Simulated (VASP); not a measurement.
A run of VASP 6.6.1:

Contents of INCAR:

```
  PREC = Accurate
  ENCUT = 520
  EDIFF = 1E-6
  ISMEAR = 0
  SIGMA = 0.1
  LREAL = False
  LASPH = True
  NELM = 100
  ALGO = Normal
  ISIF = 2
  LWAVE = False
  LCHARG = False
  GGA = PE
  NBANDS = 30
```

Contents of KPOINTS:

```
Automatic mesh
0
Gamma
  12 12 6
```

File POSCAR:

```
Hf3Br2
1.0
    4.4399510655      0.0000000000      0.0000000000
   -2.2199755328      3.8451104143      0.0000000000
    0.0000000000      0.0000000000      6.7966461242
Hf Br
3 2
Direct
    0.0000000000      0.0000000000      0.0000000000
    0.3333333333      0.6666666667      0.6595539079
    0.6666666667      0.3333333333      0.3404460921
    0.3333333333      0.6666666667      0.2562485492
    0.6666666667      0.3333333333      0.7437514508
```

Potentials or basis: VASP PAW PBE potentials, release 64 (Hf_pv, Br).

The run is started by

```bash
$ cat potpaw_PBE.64/Hf_pv/POTCAR potpaw_PBE.64/Br/POTCAR > POTCAR
$ mpirun -np 1 vasp_std > vasp.out
```

Hardware: 1 thread of Intel(R) Xeon(R) 6975P-C (Granite Rapids), with other jobs on the host.

Question: How long does it take, and how much memory?

Answer: Wall time 3.4 min on 1 thread of Intel(R) Xeon(R) 6975P-C (Granite Rapids), with other jobs on the host, peak memory 0.44 GiB. Counts: scf iterations 15, k points 100.
